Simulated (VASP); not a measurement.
# Cr (Im-3m) in VASP: a series of runs

Cr is run at these levels: PBE; tasks: single point.

All numbers are computed with VASP 6.6.1; they aren't measurements. Logs are shortened: lines on timing, memory, paths and dates and some standing lists are left out, and cuts for length are marked.

## Step 1: The cell of the first run

Symmetry: Im-3m, No. 229, cubic system. The conventional cell has a = 2.760 Å, b = 2.760 Å, c = 2.760 Å, α = 90.00°, β = 90.00°, γ = 90.00°. Cr (site symmetry m-3m) has 14 Cr at 2.39 to 2.76 Å within 3.2 Å.

## Step 2: Single point, PBE (volume scaled by 0.91)

The input, INCAR:

```
SYSTEM = Cr
PREC = Accurate
ENCUT = 520
EDIFF = 1E-6
ISMEAR = 0
SIGMA = 0.1
LREAL = .FALSE.
LASPH = .TRUE.
NELM = 100
ALGO = Normal
ISIF = 2
LWAVE = .FALSE.
LCHARG = .FALSE.
GGA = PE
NBANDS = 12
```

The input, KPOINTS:

```
regular mesh
0
G
  20 20 20
  0 0 0
```

The input, POSCAR:

```
Cr
1.0
   -1.3798478368      1.3798478368      1.3798478368
    1.3798478368     -1.3798478368      1.3798478368
    1.3798478368      1.3798478368     -1.3798478368
Cr
1
Direct
    0.0000000000      0.0000000000      0.0000000000
```

Potentials or basis: VASP PAW PBE potentials, release 64 (Cr_pv).

Launch:

```sh
> cat potpaw_PBE.64/Cr_pv/POTCAR > POTCAR
> mpirun -np 1 vasp_std > vasp.out
```

OUTCAR:

```text
SYSTEM = Cr
   PREC = Accurate
   ENCUT = 520
   EDIFF = 1E-6
   ISMEAR = 0
   LREAL = .FALSE.
   LASPH = .TRUE.
   NELM = 100
   ISIF = 2
   GGA = PE

 ion  position               nearest neighbor table
   1  0.000  0.000  0.000-

  LATTYP: Found a body centered cubic cell.
 ALAT       =     2.7596956736

  Lattice vectors:

 A1 = (  -1.3798478368,   1.3798478368,   1.3798478368)
 A2 = (   1.3798478368,  -1.3798478368,   1.3798478368)
 A3 = (   1.3798478368,   1.3798478368,  -1.3798478368)

Analysis of symmetry for initial positions (statically):
=====================================================================
 Subroutine PRICEL returns:
 Original cell was already a primitive cell.

 Routine SETGRP: Setting up the symmetry group for a
 body centered cubic supercell.

 Subroutine GETGRP returns: Found 48 space group operations
 (whereof 48 operations were pure point group operations)
 out of a pool of 48 trial point group operations.

The static configuration has the point symmetry O_h .

Analysis of symmetry for dynamics (positions and initial velocities):
=====================================================================
 Subroutine PRICEL returns:
 Original cell was already a primitive cell.

 Routine SETGRP: Setting up the symmetry group for a
 body centered cubic supercell.

 Subroutine GETGRP returns: Found 48 space group operations
 (whereof 48 operations were pure point group operations)
 out of a pool of 48 trial point group operations.

The dynamic configuration has the point symmetry O_h .

 Subroutine INISYM returns: Found 48 space group operations
 (whereof 48 operations are pure point group operations),
 and found     1 'primitive' translations

----------------------------------------------------------------------------------------

                                     Primitive cell

  volume of cell :      10.5088

  direct lattice vectors                    reciprocal lattice vectors
    -1.379847837  1.379847837  1.379847837     0.000000000  0.362358795  0.362358795
     1.379847837 -1.379847837  1.379847837     0.362358795  0.000000000  0.362358795
     1.379847837  1.379847837 -1.379847837     0.362358795  0.362358795  0.000000000

  length of vectors
     2.389966560  2.389966560  2.389966560     0.512452723  0.512452723  0.512452723

  position of ions in fractional coordinates (direct lattice)
     0.000000000  0.000000000  0.000000000

  ion indices of the primitive-cell ions
   primitive index   ion index
                 1           1

----------------------------------------------------------------------------------------

 KPOINTS: regular mesh

Automatic generation of k-mesh.
 Grid dimensions read from file:
 generate k-points for:   20   20   20

 Generating k-lattice:

  Cartesian coordinates                     Fractional coordinates (reciprocal lattice)
     0.000000000  0.018117940  0.018117940     0.050000000  0.000000000  0.000000000
     0.018117940  0.000000000  0.018117940     0.000000000  0.050000000  0.000000000
     0.018117940  0.018117940  0.000000000     0.000000000  0.000000000  0.050000000

  Length of vectors
     0.025622636  0.025622636  0.025622636

  Shift w.r.t. Gamma in fractional coordinates (k-lattice)
     0.000000000  0.000000000  0.000000000

 Subroutine IBZKPT returns following result:
 ===========================================

 Found    256 irreducible k-points:

 Following reciprocal coordinates:
            Coordinates               Weight
  0.000000  0.000000  0.000000      1.000000
  0.050000  0.000000  0.000000     12.000000
  0.100000  0.000000  0.000000     12.000000
  0.150000  0.000000  0.000000     12.000000
  0.200000  0.000000  0.000000     12.000000
  0.250000  0.000000  0.000000     12.000000
[... 16 lines left out ...]
  0.200000  0.100000  0.000000     48.000000
  0.250000  0.100000  0.000000     48.000000
 [... further k-points ...]
   k-points           NKPTS =    256   k-points in BZ     NKDIM =    256   number of bands    NBANDS=     12
   number of dos      NEDOS =    301   number of ions     NIONS =      1
   total plane-waves  NPLWV =   5832
   dimension x,y,z NGX =    18 NGY =   18 NGZ =   18
   dimension x,y,z NGXF=    36 NGYF=   36 NGZF=   36
   ions per type =               1
   NGX,Y,Z   is equivalent  to a cutoff of  12.52, 12.52, 12.52 a.u.
   NGXF,Y,Z  is equivalent  to a cutoff of  25.04, 25.04, 25.04 a.u.
 SYSTEM =  Cr
   PREC   = accura    normal or accurate (medium, high low for compatibility)
   ISTART =      0    job   : 0-new  1-cont  2-samecut
   ICHARG =      2    charge: 1-file 2-atom 10-const
   ISPIN  =      1    spin polarized calculation?
   LNONCOLLINEAR =      F non collinear calculations
   LSORBIT =      F    spin-orbit coupling
   LASPH  =      T    aspherical Exc in radial PAW
   ENCUT  =  520.0 eV  38.22 Ry    6.18 a.u.   4.44  4.44  4.44*2*pi/ulx,y,z
   NELM   =    100;   NELMIN=  2; NELMDL= -5     # of ELM steps
   EDIFF  = 0.1E-05   stopping-criterion for ELM
   LREAL  =      F    real-space projection
   EDIFFG = 0.1E-04   stopping-criterion for IOM
   NSW    =      0    number of steps for IOM
   IBRION =     -1    ionic relax: 0-MD 1-quasi-New 2-CG
   NFREE  =      0    steps in history (QN), initial steepest desc. (CG)
   ISIF   =      2    stress and relaxation
   ISYM   =      2    0-nonsym 1-usesym 2-fastsym
   POTIM  = 0.5000    time-step for ionic-motion
   TEBEG  =    0.0;   TEEND  =   0.0 temperature during run
   PSTRESS=    0.0 pullay stress
   NELECT =      12.0000    total number of electrons
   NUPDOWN=      -1.0000    fix difference up-down
   EMIN   =  10.00;   EMAX   =-10.00  energy-range for DOS
   EFERMI =   0.00;   METHOD = LEGACY
   ISMEAR =     0;   SIGMA  =   0.10  broadening in eV -4-tet -1-fermi 0-gaus
   EFERMI_NEDOS =   21; number of points for ismear=-14 and -15
   IALGO  =     38    algorithm
   IMIX   =      4    mixing-type and parameters
     AMIX     =   0.40;   BMIX     =  1.00
     AMIX_MAG =   1.60;   BMIX_MAG =  1.00
  volume/ion in A,a.u.               =      10.51        70.92
  Fermi-wavevector in a.u.,A,eV,Ry     =   1.711134  3.233575 39.837586  2.927980
  Thomas-Fermi vector in A             =   2.789304
   LORBIT       =      0    0 simple, 1 ext, 2 COOP (PROOUT), +10 PAW based schemes
   GGA     = PE    functional components
   LHFCALC =     F    Hartree Fock is set to
   AEXX    =    0.0000 exact exchange contribution
   IVDW    =     0    specifies the selected vdW correction
   LEPSILON=     F    determine dielectric tensor
   LRPA    =     F    only Hartree local field effects (RPA)
 non-spin polarized calculation
 Gauss-broadening in eV      SIGMA  =   0.10
  energy-cutoff  :      520.00
  volume of cell :       10.51
 maximum number of plane-waves:       321
 NGX is ok and might be reduce to    18
   NGX =  9   NGY =  9   NGZ =  9

 number of electron      12.0000002 magnetization

 Free energy of the ion-electron system (eV)
  ---------------------------------------------------
  ext. energy  EPLUGINS =         0.00000000
  ---------------------------------------------------
  free energy    TOTEN  =        -9.43279534 eV

  energy without entropy =       -9.42958795  energy(sigma->0) =       -9.43119164

 E-fermi :  12.4028     XC(G=0): -14.2322

 val. band max:       12.3884485940   @ k =   0.1000   0.0500   0.0500
 cond. band min:      12.4189219669   @ k =   0.1500   0.0500   0.0000
 fundamental gap:      0.0304733729
 Fermi energy:        12.4028156646

 k-point     1 :       0.0000    0.0000    0.0000
  band No.  band energies     occupation
      1     -30.2059      2.00000
      2     -30.2059      2.00000
      3     -30.2059      2.00000
      4       4.2016      2.00000
      5      11.3387      2.00000
      6      11.3387      2.00000
      7      11.3387      2.00000
      8      13.6577      0.00000
      9      13.6577      0.00000
     10      19.5510      0.00000
     11      35.4181      0.00000
     12      35.4181      0.00000

 k-point     2 :       0.0500    0.0000    0.0000
  band No.  band energies     occupation
      1     -30.2377      2.00000
      2     -30.2153      2.00000
      3     -30.2061      2.00000
      4       4.3219      2.00000
      5      11.2892      2.00000
      6      11.3309      2.00000
      7      11.4237      2.00000
      8      13.6000      0.00000
      9      13.6611      0.00000
     10      19.5511      0.00000
     11      35.2081      0.00000
     12      35.4043      0.00000

 k-point     3 :       0.1000    0.0000    0.0000
  band No.  band energies     occupation
      1     -30.3296      2.00000
      2     -30.2429      2.00000
      3     -30.2069      2.00000
      4       4.6731      2.00000
      5      11.1477      2.00000
      6      11.2961      2.00000
      7      11.6740      2.00000
      8      13.4586      0.00000
      9      13.6723      0.00000
     10      19.5510      0.00000
     11      34.5815      0.00000
     12      35.2922      0.00000
[... 286 lines left out ...]
 k-point    23 :       0.2000    0.1000    0.0000
  band No.  band energies     occupation
      1     -30.8732      2.00000
      2     -30.4027      2.00000
      3     -30.2504      2.00000
      4       6.9211      2.00000
      5      10.3991      2.00000
      6      10.7146      2.00000
      7      13.1204      0.00000
      8      13.6075      0.00000
      9      13.9555      0.00000
     10      19.5505      0.00000
     11      30.4921      0.00000
     12      32.4729      0.00000

 k-point    24 :       0.2500    0.1000    0.0000
  band No.  band energies     occupation
      1     -31.0382      2.00000
      2     -30.4704      2.00000
      3     -30.2540      2.00000
      4       7.4905      2.00000
      5      10.1391      2.00000
      6      10.8082      2.00000
      7      13.2332      0.00000
      8      13.9928      0.00000
      9      14.3950      0.00000
     10      19.5502      0.00000
     11      28.6975      0.00000
     12      31.5847      0.00000

 [... further k-points ...]
[... 5 lines left out ...]
  --------------------------------------------------------------------------------------
  -------------------------------------------------------------------------------------
  Total        1.9146229      1.9146229      1.9146229      0.0000000     -0.0000000      0.0000000
  in kB      291.9041341    291.9041341    291.9041341      0.0000000     -0.0000000      0.0000000
  external PRESSURE =     291.9041341 kB  Pullay stress =       0.0000000 kB

 VOLUME and BASIS-vectors are now :
 -----------------------------------------------------------------------------
  energy-cutoff  :      520.00
  volume of cell :       10.51
      direct lattice vectors                 reciprocal lattice vectors
    -1.379847837  1.379847837  1.379847837     0.000000000  0.362358795  0.362358795
     1.379847837 -1.379847837  1.379847837     0.362358795  0.000000000  0.362358795
     1.379847837  1.379847837 -1.379847837     0.362358795  0.362358795  0.000000000

 POSITION                                       TOTAL-FORCE (eV/Angst)
 -----------------------------------------------------------------------------------
      0.00000      0.00000      0.00000        -0.000000     -0.000000      0.000000
 -----------------------------------------------------------------------------------
    total drift:                                0.000000      0.000000     -0.000000

  FREE ENERGIE OF THE ION-ELECTRON SYSTEM (eV)
  ---------------------------------------------------
  free  energy   TOTEN  =        -9.4327953400 eV

  energy  without entropy=       -9.4295879485  energy(sigma->0) =       -9.43119164
```

Wall time 13 s (1 thread of Intel Xeon 6975P-C, shared host); peak memory 0.14 GiB.

Results:

* Free energy: -9.4328 eV
* Pressure: 29.2 GPa
* Band gap on the k mesh: zero (band 6 reaches 15.17 eV, above the bottom of band 7 at 11.34 eV)

Levels at points of the mesh, in eV from the Fermi level:
```csv
k point,band 2,band 3,band 4,band 5,band 6,band 7,band 8,band 9,band 10,band 11
"(0.00, 0.00, 0.00)",-42.61,-42.61,-8.20,-1.06,-1.06,-1.06,1.25,1.25,7.15,23.02
"(0.50, 0.00, 0.00)",-42.99,-42.62,-4.95,-2.83,1.28,1.37,1.66,3.22,7.14,11.10
"(0.50, 0.50, 0.50)",-43.44,-43.44,-4.96,-4.96,2.77,2.77,2.77,7.15,11.50,11.50
```

Caveat: the run has no spin polarisation, though such a crystal can be magnetic.

## Step 3: Single point, PBE (volume scaled by 0.94)

The input, INCAR:

```
PREC     = Accurate       # precision mode
ENCUT    = 520            # plane-wave cutoff, eV
EDIFF    = 1E-7           # SCF threshold, eV
ISMEAR   = 0              # smearing method
SIGMA    = 0.1            # smearing width, eV
LREAL    = F              # projectors in reciprocal space
LASPH    = T              # aspherical terms in the spheres
NELM     = 60             # most SCF steps
ALGO     = Normal         # electronic algorithm
ISIF     = 2              # what is computed and relaxed
LWAVE    = F              # write WAVECAR
LCHARG   = F              # write CHGCAR
GGA      = PE             # functional
NBANDS   = 12             # bands
```

The input, KPOINTS:

```
regular mesh
0
Gamma
  20 20 20
```

The input, POSCAR:

```
Cr
1.0
   -1.3948473580      1.3948473580      1.3948473580
    1.3948473580     -1.3948473580      1.3948473580
    1.3948473580      1.3948473580     -1.3948473580
Cr
1
Direct
    0.0000000000      0.0000000000      0.0000000000
```

Potentials or basis: VASP PAW PBE potentials, release 64 (Cr_pv).

Launch:

```sh
> cat potpaw_PBE.64/Cr_pv/POTCAR > POTCAR
> mpirun -np 1 vasp_std > vasp.out
```

OUTCAR:

```text
PREC = Accurate
   ENCUT = 520
   EDIFF = 1E-7
   ISMEAR = 0
   LREAL = F
   LASPH = T
   NELM = 60
   ISIF = 2
   GGA = PE

 ion  position               nearest neighbor table
   1  0.000  0.000  0.000-

  LATTYP: Found a body centered cubic cell.
 ALAT       =     2.7896947160

  Lattice vectors:

 A1 = (  -1.3948473580,   1.3948473580,   1.3948473580)
 A2 = (   1.3948473580,  -1.3948473580,   1.3948473580)
 A3 = (   1.3948473580,   1.3948473580,  -1.3948473580)

Analysis of symmetry for initial positions (statically):
=====================================================================
 Subroutine PRICEL returns:
 Original cell was already a primitive cell.

 Routine SETGRP: Setting up the symmetry group for a
 body centered cubic supercell.

 Subroutine GETGRP returns: Found 48 space group operations
 (whereof 48 operations were pure point group operations)
 out of a pool of 48 trial point group operations.

The static configuration has the point symmetry O_h .

Analysis of symmetry for dynamics (positions and initial velocities):
=====================================================================
[... 161 lines left out ...]
 fundamental gap:      0.0300817624
 Fermi energy:        11.9046312889

 k-point     1 :       0.0000    0.0000    0.0000
  band No.  band energies     occupation
      1     -30.7529      2.00000
      2     -30.7529      2.00000
      3     -30.7529      2.00000
      4       3.8109      2.00000
      5      10.8897      2.00000
      6      10.8897      2.00000
      7      10.8897      2.00000
      8      13.1144      0.00000
      9      13.1144      0.00000
     10      19.0315      0.00000
     11      34.6707      0.00000
     12      34.6707      0.00000
[... 331 lines left out ...]
 k-point    24 :       0.2500    0.1000   -0.0000
  band No.  band energies     occupation
      1     -31.5051      2.00000
      2     -30.9932      2.00000
      3     -30.7960      2.00000
      4       7.0702      2.00000
      5       9.7441      2.00000
      6      10.3561      2.00000
      7      12.7070      0.00000
      8      13.4288      0.00000
      9      13.8063      0.00000
     10      19.0305      0.00000
     11      27.7656      0.00000
     12      30.7388      0.00000

 [... further k-points ...]
[... 5 lines left out ...]
  --------------------------------------------------------------------------------------
  -------------------------------------------------------------------------------------
  Total        1.1978025      1.1978025      1.1978025     -0.0000000     -0.0000000     -0.0000000
  in kB      176.7892097    176.7892097    176.7892097     -0.0000000     -0.0000000     -0.0000000
  external PRESSURE =     176.7892097 kB  Pullay stress =       0.0000000 kB

 VOLUME and BASIS-vectors are now :
 -----------------------------------------------------------------------------
  energy-cutoff  :      520.00
  volume of cell :       10.86
      direct lattice vectors                 reciprocal lattice vectors
    -1.394847358  1.394847358  1.394847358     0.000000000  0.358462162  0.358462162
     1.394847358 -1.394847358  1.394847358     0.358462162  0.000000000  0.358462162
     1.394847358  1.394847358 -1.394847358     0.358462162  0.358462162  0.000000000

 POSITION                                       TOTAL-FORCE (eV/Angst)
 -----------------------------------------------------------------------------------
      0.00000      0.00000      0.00000         0.000000      0.000000      0.000000
 -----------------------------------------------------------------------------------
    total drift:                                0.000000     -0.000000      0.000000

  FREE ENERGIE OF THE ION-ELECTRON SYSTEM (eV)
  ---------------------------------------------------
  free  energy   TOTEN  =        -9.4833738409 eV

  energy  without entropy=       -9.4801727748  energy(sigma->0) =       -9.48177331
```

It took 14 s on 1 thread of Intel Xeon 6975P-C, shared host; peak memory 0.15 GiB.

What came out:

| Quantity | Value |
| --- | --- |
| Free energy | -9.4834 eV |
| Pressure | 17.7 GPa |
| Band gap on the k mesh | zero (band 6 reaches 14.55 eV, above the bottom of band 7 at 10.89 eV) |

Levels at points of the mesh, in eV from the Fermi level:
| k point | band 3 | band 4 | band 5 | band 6 | band 7 | band 8 | band 9 | band 10 |
| --- | --- | --- | --- | --- | --- | --- | --- | --- |
| (0.00, 0.00, 0.00) | -42.66 | -8.09 | -1.01 | -1.01 | -1.01 | 1.21 | 1.21 | 7.13 |
| (0.50, 0.00, 0.00) | -42.67 | -4.77 | -2.70 | 1.22 | 1.27 | 1.59 | 3.08 | 7.12 |
| (0.50, 0.50, 0.50) | -43.41 | -4.73 | -4.73 | 2.65 | 2.65 | 2.65 | 7.12 | 11.18 |

Caveat: the run has no spin polarisation, though such a crystal can be magnetic. Spin polarisation is off, so any magnetic state and its effect on volume and gap are missing.
